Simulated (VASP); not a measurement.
# Br (Cmce) in VASP: notebook

Br is run at these levels: PBEsol; tasks: relaxation of shape and atoms at fixed volume, relaxation of cell and atoms.

Program: VASP 6.6.1. These are calculated values, not measurements. Logs are shortened: lines on timing, memory, paths and dates and some standing lists are left out, and cuts for length are marked.

### Step 1. The cell of the first run

Symmetry: Cmce, No. 64, orthorhombic system. The conventional cell has a = 7.122 Å, b = 3.977 Å, c = 8.450 Å, α = 90.00°, β = 90.00°, γ = 90.00°. Br (site symmetry m) has 3 Br at 2.37 to 2.96 Å within 3.1 Å.

### Step 2. Relaxation of shape and atoms at fixed volume, PBEsol (29.91 Å³/atom)

Contents of INCAR:

```
SYSTEM = Br
  PREC = Accurate
  ENCUT = 600
  EDIFF = 1E-6
  ISMEAR = 0
  SIGMA = 0.02
  LREAL = .False.
  LASPH = .True.
  NELM = 80
  ALGO = Normal
  ISIF = 4
  LWAVE = .False.
  LCHARG = .False.
  GGA = PS
  IBRION = 2
  NSW = 50
  EDIFFG = -0.01
```

Contents of KPOINTS:

```
Automatic mesh
0
Gamma
  8 8 4
  0 0 0
```

Contents of POSCAR:

```
Br
1.0
    3.5607652491     -1.9883397170      0.0000000000
    3.5607652491      1.9883397170      0.0000000000
    0.0000000000      0.0000000000      8.4496466912
Br
4
Direct
    0.8457617430      0.1542382570      0.1200637261
    0.6542382570      0.3457617430      0.6200637261
    0.1542382570      0.8457617430      0.8799362739
    0.3457617430      0.6542382570      0.3799362739
```

Potentials or basis: VASP PAW PBE potentials, release 64 (Br).

On the command line:

```sh
$ cat potpaw_PBE.64/Br/POTCAR > POTCAR
$ mpirun -np 1 vasp_std > vasp.out
```

OUTCAR:

```text
SYSTEM = Br
   PREC = Accurate
   ENCUT = 600
   EDIFF = 1E-6
   ISMEAR = 0
   LREAL = .False.
   LASPH = .True.
   NELM = 80
   ISIF = 4
   GGA = PS
   IBRION = 2
   NSW = 50
   EDIFFG = -0.01

 ion  position               nearest neighbor table
   1  0.846  0.154  0.120-   3 2.37
   2  0.654  0.346  0.620-   4 2.37
   3  0.154  0.846  0.880-   1 2.37
   4  0.346  0.654  0.380-   2 2.37

  LATTYP: Found a base centered orthorhombic cell.
 ALAT       =     3.9766794340
 B/A-ratio  =     1.7908233782
 C/A-ratio  =     2.1247995549

  Lattice vectors:

 A1 = (  -3.5607652491,  -1.9883397170,   0.0000000000)
 A2 = (   3.5607652491,  -1.9883397170,   0.0000000000)
 A3 = (   0.0000000000,   0.0000000000,   8.4496466912)

Analysis of symmetry for initial positions (statically):
=====================================================================
 Subroutine PRICEL returns:
 Original cell was already a primitive cell.

 Routine SETGRP: Setting up the symmetry group for a
 base centered orthorhombic supercell.

 Subroutine GETGRP returns: Found  8 space group operations
 (whereof  4 operations were pure point group operations)
 out of a pool of  8 trial point group operations.

The static configuration has the point symmetry C_2h.
 The point group associated with its full space group is D_2h.

Analysis of symmetry for dynamics (positions and initial velocities):
=====================================================================
 Subroutine PRICEL returns:
 Original cell was already a primitive cell.

 Routine SETGRP: Setting up the symmetry group for a
 base centered orthorhombic supercell.

 Subroutine GETGRP returns: Found  8 space group operations
 (whereof  4 operations were pure point group operations)
 out of a pool of  8 trial point group operations.

The dynamic configuration has the point symmetry C_2h.
 The point group associated with its full space group is D_2h.

 Subroutine INISYM returns: Found  8 space group operations
 (whereof  4 operations are pure point group operations),
 and found     1 'primitive' translations

----------------------------------------------------------------------------------------

                                     Primitive cell

  volume of cell :     119.6472

  direct lattice vectors                    reciprocal lattice vectors
     3.560765249 -1.988339717  0.000000000     0.140419254 -0.251466083  0.000000000
     3.560765249  1.988339717  0.000000000     0.140419254  0.251466083  0.000000000
     0.000000000  0.000000000  8.449646691     0.000000000  0.000000000  0.118348144

  length of vectors
     4.078301606  4.078301606  8.449646691     0.288015204  0.288015204  0.118348144

  position of ions in fractional coordinates (direct lattice)
     0.845761743  0.154238257  0.120063726
     0.654238257  0.345761743  0.620063726
     0.154238257  0.845761743  0.879936274
     0.345761743  0.654238257  0.379936274

  ion indices of the primitive-cell ions
   primitive index   ion index
                 1           1
                 2           2
                 3           3
                 4           4

----------------------------------------------------------------------------------------

 KPOINTS: Automatic mesh

Automatic generation of k-mesh.
 Grid dimensions read from file:
 generate k-points for:    8    8    4

 Generating k-lattice:

  Cartesian coordinates                     Fractional coordinates (reciprocal lattice)
     0.017552407 -0.031433260  0.000000000     0.125000000  0.000000000  0.000000000
     0.017552407  0.031433260  0.000000000     0.000000000  0.125000000  0.000000000
     0.000000000  0.000000000  0.029587036     0.000000000  0.000000000  0.250000000

  Length of vectors
     0.036001900  0.036001900  0.029587036

  Shift w.r.t. Gamma in fractional coordinates (k-lattice)
     0.000000000  0.000000000  0.000000000

 Subroutine IBZKPT returns following result:
 ===========================================

 Found     63 irreducible k-points:

 Following reciprocal coordinates:
            Coordinates               Weight
  0.000000  0.000000  0.000000      1.000000
  0.125000  0.000000  0.000000      4.000000
  0.250000  0.000000  0.000000      4.000000
  0.375000 -0.000000  0.000000      4.000000
  0.500000  0.000000  0.000000      2.000000
  0.125000  0.125000  0.000000      2.000000
[... 16 lines left out ...]
  0.125000  0.000000  0.250000      8.000000
  0.250000  0.000000  0.250000      8.000000
 [... further k-points ...]
   k-points           NKPTS =     63   k-points in BZ     NKDIM =     63   number of bands    NBANDS=     18
   number of dos      NEDOS =    301   number of ions     NIONS =      4
   total plane-waves  NPLWV =  90720
   dimension x,y,z NGX =    36 NGY =   36 NGZ =   70
   dimension x,y,z NGXF=    72 NGYF=   72 NGZF=  140
   ions per type =               4
   NGX,Y,Z   is equivalent  to a cutoff of  14.67, 14.67, 13.77 a.u.
   NGXF,Y,Z  is equivalent  to a cutoff of  29.35, 29.35, 27.54 a.u.
 SYSTEM =  Br
   PREC   = accura    normal or accurate (medium, high low for compatibility)
   ISTART =      0    job   : 0-new  1-cont  2-samecut
   ICHARG =      2    charge: 1-file 2-atom 10-const
   ISPIN  =      1    spin polarized calculation?
   LNONCOLLINEAR =      F non collinear calculations
   LSORBIT =      F    spin-orbit coupling
   LASPH  =      T    aspherical Exc in radial PAW
   ENCUT  =  600.0 eV  44.10 Ry    6.64 a.u.   8.15  8.15 16.88*2*pi/ulx,y,z
   NELM   =     80;   NELMIN=  2; NELMDL= -5     # of ELM steps
   EDIFF  = 0.1E-05   stopping-criterion for ELM
   LREAL  =      F    real-space projection
   EDIFFG = -.1E-01   stopping-criterion for IOM
   NSW    =     50    number of steps for IOM
   IBRION =      2    ionic relax: 0-MD 1-quasi-New 2-CG
   NFREE  =      1    steps in history (QN), initial steepest desc. (CG)
   ISIF   =      4    stress and relaxation
   ISYM   =      2    0-nonsym 1-usesym 2-fastsym
   POTIM  = 0.5000    time-step for ionic-motion
   TEBEG  =    0.0;   TEEND  =   0.0 temperature during run
   PSTRESS=    0.0 pullay stress
   NELECT =      28.0000    total number of electrons
   NUPDOWN=      -1.0000    fix difference up-down
   EMIN   =  10.00;   EMAX   =-10.00  energy-range for DOS
   EFERMI =   0.00;   METHOD = LEGACY
   ISMEAR =     0;   SIGMA  =   0.02  broadening in eV -4-tet -1-fermi 0-gaus
   EFERMI_NEDOS =   21; number of points for ismear=-14 and -15
   IALGO  =     38    algorithm
   IMIX   =      4    mixing-type and parameters
     AMIX     =   0.40;   BMIX     =  1.00
     AMIX_MAG =   1.60;   BMIX_MAG =  1.00
  volume/ion in A,a.u.               =      29.91       201.85
  Fermi-wavevector in a.u.,A,eV,Ry     =   1.008850  1.906450 13.847720  1.017779
  Thomas-Fermi vector in A             =   2.141742
   LORBIT       =      0    0 simple, 1 ext, 2 COOP (PROOUT), +10 PAW based schemes
   GGA     = PS    functional components
   LHFCALC =     F    Hartree Fock is set to
   AEXX    =    0.0000 exact exchange contribution
   IVDW    =     0    specifies the selected vdW correction
   LEPSILON=     F    determine dielectric tensor
   LRPA    =     F    only Hartree local field effects (RPA)
 conjugate gradient relaxation of ions
 non-spin polarized calculation
 Gauss-broadening in eV      SIGMA  =   0.02
  energy-cutoff  :      600.00
  volume of cell :      119.65
 maximum number of plane-waves:      4012
 NGX is ok and might be reduce to    36
   NGX = 17   NGY = 17   NGZ = 33

--------------------------------------- Ionic step        1  -------------------------------------------

 number of electron      28.0000000 magnetization

 Free energy of the ion-electron system (eV)
  ---------------------------------------------------
  ext. energy  EPLUGINS =         0.00000000
  ---------------------------------------------------
  free energy    TOTEN  =        -7.38459230 eV

  energy without entropy =       -7.38459230  energy(sigma->0) =       -7.38459230

------------------------ aborting loop because EDIFF is reached ----------------------------------------

  FORCE on cell =-STRESS in cart. coord.  units (eV):
  Direction    XX          YY          ZZ          XY          YZ          ZX
  --------------------------------------------------------------------------------------
  -------------------------------------------------------------------------------------
  Total        0.0697470      0.9201863      1.6944168      0.0000000      0.0000000      0.0000000
  in kB        0.9339716     12.3220755     22.6896785      0.0000000      0.0000000      0.0000000
  external PRESSURE =      11.9819085 kB  Pullay stress =       0.0000000 kB
[... 213 lines left out ...]
  energy  without entropy=       -7.3957364183  energy(sigma->0) =       -7.39573642

--------------------------------------- Ionic step        7  -------------------------------------------

 number of electron      28.0000002 magnetization

 Free energy of the ion-electron system (eV)
  ---------------------------------------------------
  ext. energy  EPLUGINS =         0.00000000
  ---------------------------------------------------
  free energy    TOTEN  =        -7.39579357 eV

  energy without entropy =       -7.39579357  energy(sigma->0) =       -7.39579357

 E-fermi :   0.8690     XC(G=0):  -8.6571

 val. band max:        0.7298291969   @ k =   0.0000   0.0000   0.0000
 cond. band min:       1.8981217430   @ k =   0.5000   0.3750   0.0000
 fundamental gap:      1.1682925461
 Fermi energy:         0.8690308955

 k-point     1 :       0.0000    0.0000    0.0000
  band No.  band energies     occupation
      1     -15.4723      2.00000
      2     -14.6687      2.00000
      3     -13.3737      2.00000
      4     -11.8938      2.00000
      5      -4.7103      2.00000
      6      -2.9199      2.00000
[... 10 lines left out ...]
     17       6.3196      0.00000
     18       7.1358      0.00000
[... 466 lines left out ...]
      2     -14.7343      2.00000
      3     -12.9878      2.00000
      4     -12.2822      2.00000
      5      -4.6197      2.00000
      6      -3.8989      2.00000
[... 10 lines left out ...]
     17       7.5579      0.00000
     18       7.8975      0.00000

 [... further k-points ...]
[... 5 lines left out ...]
  --------------------------------------------------------------------------------------
  -------------------------------------------------------------------------------------
  Total        0.1788320      0.2353170      0.1783150      0.0000000      0.0000000      0.0000000
  in kB        2.3947117      3.1510947      2.3877898      0.0000000      0.0000000      0.0000000
  external PRESSURE =       2.6445321 kB  Pullay stress =       0.0000000 kB
[... 19 lines left out ...]
  FREE ENERGIE OF THE ION-ELECTRON SYSTEM (eV)
  ---------------------------------------------------
  free  energy   TOTEN  =        -7.3957935702 eV

  energy  without entropy=       -7.3957935702  energy(sigma->0) =       -7.39579357

 reached required accuracy - stopping structural energy minimisation
```

It took 8 min on 1 thread of Intel Xeon 8259CL, shared host; peak memory 0.34 GiB.

Results:

```yaml
Free_energy: -7.3958 eV
Energy_gained_by_relaxing: 2.8 meV/atom
Ionic_steps: 7
Pressure_after_relaxing: 0.3 GPa
Largest_force_after_relaxing: 0.005 eV/Å
Band_gap_on_the_k_mesh: 1.17 eV (least direct gap 1.26 eV)
```

Forces on the atoms (eV/Å):
```
Br   0.000 -0.002  0.004
Br   0.000  0.002  0.004
Br   0.000  0.002 -0.004
Br   0.000 -0.002 -0.004
```

Stress tensor (GPa, compression positive):
```
0.24 0.00 0.00
0.00 0.32 0.00
0.00 0.00 0.24
```

Step by step:
```csv
step,energy change (eV),largest force (eV/Å),pressure (GPa),volume (Å³)
1,0.0000,0.2107,1.20,119.65
2,-0.0101,0.0780,0.21,119.65
3,-0.0103,0.0468,0.34,119.65
4,-0.0108,0.0286,0.31,119.65
5,-0.0111,0.0078,0.26,119.65
6,-0.0111,0.0053,0.26,119.65
7,-0.0112,0.0048,0.26,119.65
```

Final structure:
```xyz
4
Lattice="3.5153 -1.9949 0.0000 3.5153 1.9949 0.0000 0.0000 0.0000 8.5307" Properties=species:S:1:pos:R:3 pbc="T T T"
Br    3.5153   -1.3728    1.0250
Br    3.5153   -0.6221    5.2904
Br    3.5153    1.3728    7.5057
Br    3.5153    0.6221    3.2403
```

Levels at points of the mesh, in eV from the valence-band top:
| k point | band 10 | band 11 | band 12 | band 13 | band 14 | band 15 | band 16 | band 17 | band 18 |
| --- | --- | --- | --- | --- | --- | --- | --- | --- | --- |
| (0.00, 0.00, 0.00) | -1.61 | -1.50 | -0.76 | -0.63 | 0.00 | 1.26 | 2.30 | 5.59 | 6.41 |
| (0.50, 0.00, 0.00) | -2.18 | -1.81 | -1.81 | -0.87 | -0.87 | 2.48 | 2.48 | 6.48 | 6.48 |
| (0.50, 0.50, 0.00) | -2.32 | -2.07 | -1.72 | -0.89 | -0.35 | 1.20 | 2.11 | 6.32 | 7.60 |
| (0.00, 0.00, 0.50) | -1.83 | -1.15 | -1.15 | -0.26 | -0.26 | 1.52 | 1.52 | 6.22 | 6.22 |
| (0.50, 0.00, 0.50) | -2.27 | -1.01 | -1.01 | -0.10 | -0.10 | 1.60 | 1.60 | 6.93 | 6.93 |
| (0.50, 0.50, 0.50) | -2.12 | -1.34 | -1.34 | -1.16 | -1.16 | 1.45 | 1.45 | 7.51 | 7.51 |

Caveat: the PAW data sets were made with another functional, which shifts forces and pressure a little.

### Step 3. Relaxation of cell and atoms, PBEsol

This run uses another cell than the first one, of 30.12 Å³/atom.

Contents of INCAR:

```
SYSTEM = Br
PREC     = Accurate       ! precision mode
ENCUT    = 600            ! plane-wave cutoff, eV
EDIFF    = 1E-6           ! SCF threshold, eV
ISMEAR   = 0              ! smearing method
SIGMA    = 0.02           ! smearing width, eV
LREAL    = .FALSE.        ! projectors in reciprocal space
LASPH    = .TRUE.         ! aspherical terms in the spheres
NELM     = 80             ! most SCF steps
ALGO     = Normal         ! electronic algorithm
ISIF     = 3              ! what is computed and relaxed
LWAVE    = .FALSE.        ! write WAVECAR
LCHARG   = .FALSE.        ! write CHGCAR
GGA      = PS             ! functional
IBRION   = 2              ! ionic algorithm
NSW      = 100            ! ionic steps
EDIFFG   = -0.005         ! ionic threshold
```

Contents of KPOINTS:

```
Automatic mesh
0
G
  8 8 4
  0 0 0
```

Contents of POSCAR:

```
Br
1.0
    3.4754609419     -2.0683499864      0.0000000000
    3.4754609419      2.0683499864      0.0000000000
    0.0000000000      0.0000000000      8.3810543974
Br
4
Direct
    0.8434986187      0.1565013813      0.1198831459
    0.6565013813      0.3434986187      0.6198831459
    0.1565013813      0.8434986187      0.8801168541
    0.3434986187      0.6565013813      0.3801168541
```

Potentials or basis: VASP PAW PBE potentials, release 64 (Br).

On the command line:

```sh
$ cat potpaw_PBE.64/Br/POTCAR > POTCAR
$ mpirun -np 1 vasp_std > vasp.out
```

It took 17 min on 1 thread of Intel Xeon 8259CL, shared host; peak memory 0.31 GiB.

Results (log left out):

* Free energy: -7.3989 eV
* Relaxed volume: 30.87 Å³/atom
* Relaxed cell: a = 4.121 Å, b = 4.121 Å, c = 8.530 Å, α = 90.00°, β = 90.00°, γ = 58.47°
* Space group after relaxing (to 0.1 Å): Cmce (No. 64)
* Energy gained by relaxing: 1.9 meV/atom
* Ionic steps: 23
* Pressure after relaxing: 0.0 GPa
* Band gap on the k mesh: 1.21 eV (least direct gap 1.28 eV)

Step by step:
```
step  energy change (eV)  largest force (eV/Å)  pressure (GPa)  volume (Å³)
   1              0.0000                0.0279            0.13       120.49
   2             -0.0011                0.0193           -0.03       120.90
   3             -0.0015                0.0601           -0.19       121.31
   4             -0.0020                0.0589           -0.19       121.36
   5             -0.0035                0.0546           -0.15       121.49
   6             -0.0056                0.0480           -0.08       121.76
   7             -0.0069                0.0406            0.07       122.25
   8             -0.0070                0.0414            0.04       122.16
   9             -0.0072                0.0210            0.07       122.27
  10             -0.0073                0.0113            0.11       122.43
  11             -0.0075                0.0116            0.07       122.72
  12             -0.0074                0.0179           -0.07       123.17
  13             -0.0075                0.0138           -0.04       122.92
  14             -0.0075                0.0127            0.00       122.84
  15             -0.0075                0.0126            0.01       122.82
  16             -0.0075                0.0107            0.02       122.86
  17             -0.0076                0.0076            0.00       122.99
  18             -0.0076                0.0171           -0.01       123.23
  19             -0.0076                0.0133           -0.01       123.16
  20             -0.0076                0.0070            0.02       123.19
  21             -0.0076                0.0049            0.03       123.20
  22             -0.0076                0.0035            0.04       123.27
  23             -0.0076                0.0009            0.00       123.48
```

Final structure:
```cif
data_structure
_symmetry_space_group_name_H-M 'P 1'
_symmetry_Int_Tables_number 1
_cell_length_a 4.1209
_cell_length_b 4.1209
_cell_length_c 8.5303
_cell_angle_alpha 90.000
_cell_angle_beta 90.000
_cell_angle_gamma 58.475
_cell_volume 123.48
loop_
_atom_site_label
_atom_site_type_symbol
_atom_site_fract_x
_atom_site_fract_y
_atom_site_fract_z
_atom_site_occupancy
Br1 Br 0.84554 0.15446 0.12011 1
Br2 Br 0.65446 0.34554 0.62011 1
Br3 Br 0.15446 0.84554 0.87989 1
Br4 Br 0.34554 0.65446 0.37989 1
```

Levels at points of the mesh, in eV from the valence-band top:
| k point | band 12 | band 13 | band 14 | band 15 | band 16 | band 17 |
| --- | --- | --- | --- | --- | --- | --- |
| (0.00, 0.00, 0.00) | -0.72 | -0.66 | 0.00 | 1.28 | 2.28 | 5.51 |
| (0.50, 0.00, 0.00) | -1.73 | -0.84 | -0.84 | 2.49 | 2.49 | 6.52 |
| (0.50, 0.50, 0.00) | -1.68 | -0.82 | -0.29 | 1.24 | 2.12 | 6.41 |
| (0.00, 0.00, 0.50) | -1.16 | -0.27 | -0.27 | 1.53 | 1.53 | 6.15 |
| (0.50, 0.00, 0.50) | -0.96 | -0.08 | -0.08 | 1.65 | 1.65 | 6.95 |
| (0.50, 0.50, 0.50) | -1.31 | -1.06 | -1.06 | 1.48 | 1.48 | 7.59 |

Caveat: this functional lacks dispersion, which holds the molecules together, so the pressure and a relaxed volume are unreliable; the PAW data sets were made with another functional, which shifts forces and pressure a little. Zero-point motion and thermal expansion aren't in these numbers.
